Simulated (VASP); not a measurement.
Write the native input for VASP 6.6.1 that does the following.

| Property | Result |
| --- | --- |
| Task | single point |
| Functional | PBEsol |
| Potentials or basis | VASP PAW PBE potentials, release 64 (Au) |
| Cutoff | 520 eV |
| k mesh | 18 × 18 × 18 |
| Occupations | gaussian, width 0.1 eV |
| Spin | no spin polarisation |
| Dipole correction | no |
| Further INCAR settings | ALGO = Fast; EDIFF = 1e-06; NBANDS = 12 |

The structure of Au lies in POSCAR:

```
Au
1.0
    0.0000000000      1.9946787802      1.9946787802
    1.9946787802      0.0000000000      1.9946787802
    1.9946787802      1.9946787802      0.0000000000
Au
1
Direct
    0.0000000000      0.0000000000      0.0000000000
```

One way to write it, as run:

INCAR

```
SYSTEM = Au
PREC = Accurate
ENCUT = 520
EDIFF = 1E-6
ISMEAR = 0
SIGMA = 0.1
LREAL = .FALSE.
LASPH = .TRUE.
NELM = 80
ALGO = Fast
ISIF = 2
LWAVE = .FALSE.
LCHARG = .FALSE.
GGA = PS
NBANDS = 12
```

KPOINTS

```
regular mesh
0
G
  18 18 18
  0 0 0
```

Potentials or basis: VASP PAW PBE potentials, release 64 (Au).

Command:

```bash
$ cat potpaw_PBE.64/Au/POTCAR > POTCAR
$ mpirun -np 1 vasp_std > vasp.out
```

It gave:

| Property | Result |
| --- | --- |
| Pressure | 14.7 GPa |

Caveat: the PAW data sets were made with another functional, which shifts forces and pressure a little.

It took 16 s on 1 thread of Intel(R) Xeon(R) Platinum 8559C (Emerald Rapids) (shared host), peak memory 0.16 GiB.
